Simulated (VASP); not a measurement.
# PbS (Galena) (Fm-3m) in VASP: a series of runs, part 3 of 3

VASP 6.6.1. The steps go on from the part before.

## Step 5: Relaxation of cell and atoms, PBEsol+D3(BJ)

This run uses another cell than the first one, of 26.09 Å³/atom, 0.996 times its volume.

Contents of INCAR:

```
SYSTEM = PbS
  ALGO = Normal
  EDIFF = 1E-7
  EDIFFG = -0.01
  ENCUT = 600
  GGA = PS
  IBRION = 2
  ISIF = 3
  ISMEAR = -1
  IVDW = 12
  LASPH = .True.
  LCHARG = .False.
  LREAL = .False.
  LWAVE = .False.
  NELM = 60
  NSW = 60
  PREC = Accurate
  SIGMA = 0.05
```

Contents of KPOINTS:

```
k-points
0
Gamma
  8 8 8
  0 0 0
```

Contents of POSCAR:

```
PbS
1.0
    0.0000000000      2.9657500000      2.9657500000
    2.9657500000      0.0000000000      2.9657500000
    2.9657500000      2.9657500000      0.0000000000
Pb S
1 1
Direct
    0.0000000000      0.0000000000      0.0000000000
    0.5000000000      0.5000000000      0.5000000000
```

Potentials or basis: VASP PAW PBE potentials, release 64 (Pb_d, S).

The run is started by

```console
$ cat potpaw_PBE.64/Pb_d/POTCAR potpaw_PBE.64/S/POTCAR > POTCAR
$ mpirun -np 1 vasp_std > vasp.out
```

OUTCAR:

```text
SYSTEM = PbS
   EDIFF = 1E-7
   EDIFFG = -0.01
   ENCUT = 600
   GGA = PS
   IBRION = 2
   ISIF = 3
   ISMEAR = -1
   IVDW = 12
   LASPH = .True.
   LREAL = .False.
   NELM = 60
   NSW = 60
   PREC = Accurate
 IVDW          = 12

 ion  position               nearest neighbor table
   1  0.000  0.000  0.000-   2 2.97   2 2.97   2 2.97   2 2.97   2 2.97   2 2.97
   2  0.500  0.500  0.500-   1 2.97   1 2.97   1 2.97   1 2.97   1 2.97   1 2.97

  LATTYP: Found a face centered cubic cell.
 ALAT       =     5.9315000000

  Lattice vectors:

 A1 = (   0.0000000000,   2.9657500000,   2.9657500000)
 A2 = (   2.9657500000,   0.0000000000,   2.9657500000)
 A3 = (   2.9657500000,   2.9657500000,   0.0000000000)

Analysis of symmetry for initial positions (statically):
=====================================================================
 Subroutine PRICEL returns:
 Original cell was already a primitive cell.

 Routine SETGRP: Setting up the symmetry group for a
 face centered cubic supercell.

 Subroutine GETGRP returns: Found 48 space group operations
[... 9 lines left out ...]

 Routine SETGRP: Setting up the symmetry group for a
 face centered cubic supercell.

 Subroutine GETGRP returns: Found 48 space group operations
[... 11 lines left out ...]
                                     Primitive cell

  volume of cell :      52.1715

  direct lattice vectors                    reciprocal lattice vectors
     0.000000000  2.965750000  2.965750000    -0.168591419  0.168591419  0.168591419
     2.965750000  0.000000000  2.965750000     0.168591419 -0.168591419  0.168591419
     2.965750000  2.965750000  0.000000000     0.168591419  0.168591419 -0.168591419

  length of vectors
     4.194203873  4.194203873  4.194203873     0.292008903  0.292008903  0.292008903

  position of ions in fractional coordinates (direct lattice)
     0.000000000  0.000000000  0.000000000
     0.500000000  0.500000000  0.500000000

  ion indices of the primitive-cell ions
   primitive index   ion index
                 1           1
                 2           2

----------------------------------------------------------------------------------------

 KPOINTS: k-points

Automatic generation of k-mesh.
 Grid dimensions read from file:
 generate k-points for:    8    8    8

 Generating k-lattice:

[... 77 lines left out ...]
   EFERMI_NEDOS =   21; number of points for ismear=-14 and -15
   IALGO  =     38    algorithm
   IMIX   =      4    mixing-type and parameters
     AMIX     =   0.40;   BMIX     =  1.00
     AMIX_MAG =   1.60;   BMIX_MAG =  1.00
  volume/ion in A,a.u.               =      26.09       176.04
  Fermi-wavevector in a.u.,A,eV,Ry     =   1.189251  2.247359 19.242973  1.414319
  Thomas-Fermi vector in A             =   2.325363
   LORBIT       =      0    0 simple, 1 ext, 2 COOP (PROOUT), +10 PAW based schemes
   GGA     = PS    functional components
   LHFCALC =     F    Hartree Fock is set to
   AEXX    =    0.0000 exact exchange contribution
   IVDW    =    12    specifies the selected vdW correction
   LEPSILON=     F    determine dielectric tensor
   LRPA    =     F    only Hartree local field effects (RPA)
 conjugate gradient relaxation of ions
 non-spin polarized calculation
  energy-cutoff  :      600.00
  volume of cell :       52.17
 maximum number of plane-waves:      1807
 NGX is ok and might be reduce to    36
   NGX = 17   NGY = 17   NGZ = 17

--------------------------------------- Ionic step        1  -------------------------------------------

 number of electron      20.0000002 magnetization

 Free energy of the ion-electron system (eV)
  ---------------------------------------------------
  ext. energy  EPLUGINS =         0.00000000
  ---------------------------------------------------
  free energy    TOTEN  =        -9.45605953 eV

  energy without entropy =       -9.45565371  energy(sigma->0) =       -9.45585662

 E-fermi :   5.8145     XC(G=0):  -9.8875

 val. band max:        5.6868832879   @ k =   0.5000   0.0000   0.0000
 cond. band min:       5.9420194821   @ k =   0.5000   0.0000   0.0000
 fundamental gap:      0.2551361942
 Fermi energy:         5.8144545487

 k-point     1 :       0.0000    0.0000    0.0000
  band No.  band energies     occupation
      1     -11.0551      2.00000
      2     -11.0551      2.00000
      3     -11.0551      2.00000
      4     -11.0418      2.00000
      5     -11.0418      2.00000
      6      -7.9161      2.00000
      7      -0.3705      2.00000
      8       3.5167      2.00000
      9       3.5167      2.00000
     10       3.5167      2.00000
     11      10.8480      0.00000
     12      10.8480      0.00000
     13      10.8480      0.00000
     14      12.3318      0.00000
[... 470 lines left out ...]
--------------------------------------- Ionic step        3  -------------------------------------------

 number of electron      20.0000000 magnetization

 Free energy of the ion-electron system (eV)
  ---------------------------------------------------
  ext. energy  EPLUGINS =         0.00000000
  ---------------------------------------------------
  free energy    TOTEN  =        -9.44514112 eV

  energy without entropy =       -9.44410900  energy(sigma->0) =       -9.44462506

 E-fermi :   6.4683     XC(G=0): -10.1294

 val. band max:        6.4422398059   @ k =   0.5000   0.0000   0.0000
 cond. band min:       6.4942593876   @ k =   0.5000   0.0000   0.0000
 fundamental gap:      0.0520195817
 Fermi energy:         6.4682503694

 k-point     1 :       0.0000    0.0000    0.0000
  band No.  band energies     occupation
      1     -10.4611      2.00000
      2     -10.4611      2.00000
      3     -10.4611      2.00000
      4     -10.4497      2.00000
      5     -10.4497      2.00000
      6      -7.7075      2.00000
      7       0.4150      2.00000
      8       3.9439      2.00000
      9       3.9439      2.00000
     10       3.9439      2.00000
     11      11.6878      0.00000
     12      11.6878      0.00000
     13      11.6878      0.00000
     14      12.8882      0.00000
[... 424 lines left out ...]
  FREE ENERGIE OF THE ION-ELECTRON SYSTEM (eV)
  ---------------------------------------------------
  free  energy   TOTEN  =       -10.1382249312 eV

  energy  without entropy=      -10.1371928133  energy(sigma->0) =      -10.13770887

 reached required accuracy - stopping structural energy minimisation
```

OSZICAR:

```text
N       E                     dE             d eps       ncg     rms          rms(c)
DAV:   1     0.162944529305E+03    0.16294E+03   -0.10771E+04   818   0.168E+03
DAV:   2     0.412716989395E+01   -0.15882E+03   -0.15498E+03   866   0.377E+02
DAV:   3    -0.950651561167E+01   -0.13634E+02   -0.13431E+02  1082   0.110E+02
[... 29 lines left out ...]
DAV:   5    -0.944514103464E+01   -0.23720E-05   -0.75694E-05  1006   0.110E-01    0.228E-02
DAV:   6    -0.944514034027E+01    0.69437E-06   -0.10054E-05   926   0.357E-02    0.367E-03
DAV:   7    -0.944514052031E+01   -0.18004E-06   -0.89546E-07   926   0.139E-02    0.144E-03
DAV:   8    -0.944514106936E+01   -0.54905E-06   -0.20213E-07   852   0.413E-03    0.421E-04
DAV:   9    -0.944514111995E+01   -0.50591E-07   -0.85013E-09   430   0.144E-03
   3 F= -.10138225E+02 E0= -.10137709E+02  d E =-.247240E-01
```

It used 69 s of CPU time on 1 thread of Intel Xeon 6975P-C, with other jobs on the host.

Results:

```yaml
Free_energy: -10.1382 eV
Relaxed_volume: 24.79 Å³/atom
Relaxed_cell: a = 4.123 Å, b = 4.123 Å, c = 4.123 Å, α = 60.00°, β = 60.00°, γ = 60.00°
Space_group_after_relaxing_to_0.05_Å: Fm-3m (No. 225)
Energy_gained_by_relaxing: 12.4 meV/atom
Ionic_steps: 3
Pressure_after_relaxing: 0.0 GPa
Band_gap_on_the_k_mesh: 0.05 eV, direct
Dispersion_energy_per_atom: -0.347 eV
```

Step by step:
```
step  energy change (eV)  largest force (eV/Å)  pressure (GPa)  volume (Å³)
   1              0.0000                0.0000           -2.93        52.17
   2             -0.0212                0.0000            1.23        48.65
   3             -0.0247                0.0000            0.01        49.57
```

Final structure:
```cif
data_structure
_symmetry_space_group_name_H-M 'P 1'
_symmetry_Int_Tables_number 1
_cell_length_a 4.1234
_cell_length_b 4.1234
_cell_length_c 4.1234
_cell_angle_alpha 60.000
_cell_angle_beta 60.000
_cell_angle_gamma 60.000
_cell_volume 49.57
loop_
_atom_site_label
_atom_site_type_symbol
_atom_site_fract_x
_atom_site_fract_y
_atom_site_fract_z
_atom_site_occupancy
Pb1 Pb 0.00000 0.00000 0.00000 1
S1 S 0.50000 0.50000 0.50000 1
```

Caveat: the PAW data sets were made with another functional, which shifts forces and pressure a little; spin-orbit coupling is left out, which moves the levels of the heavy elements.

## Step 6: The runs side by side

```tsv
task	level	cell	cutoff (eV)	smearing	gap on the mesh (eV)	pressure (GPa)
single point	revPBE+D4	a = 4.200 Å, angles 60.0°, 2 atoms	520	fermi-dirac 0.05 eV	0.45	-0.1
single point	PBE	a = 4.194 Å, angles 60.0°, 2 atoms	520	gaussian 0.029 eV	0.36	2.1
single point	BLYP+D4	a = 4.333 Å, angles 60.0°, 2 atoms	520	fermi-dirac 0.05 eV	0.75	0.0
relaxation of cell and atoms	PBEsol+D3(BJ)	relaxed from a = 4.194 Å, angles 60.0°, 2 atoms	600	fermi-dirac 0.05 eV	0.05	0.0
```

Alike in all rows: potentials or basis VASP PAW PBE potentials, release 64 (Pb_d, S); no spin polarisation; k mesh 8 × 8 × 8.

Caveats: spin-orbit coupling is left out, which moves the levels of the heavy elements; the PAW data sets were made with another functional, which shifts forces and pressure a little (some runs).

Total energies depend on the potentials used, so only differences within one code and one set of settings carry meaning.
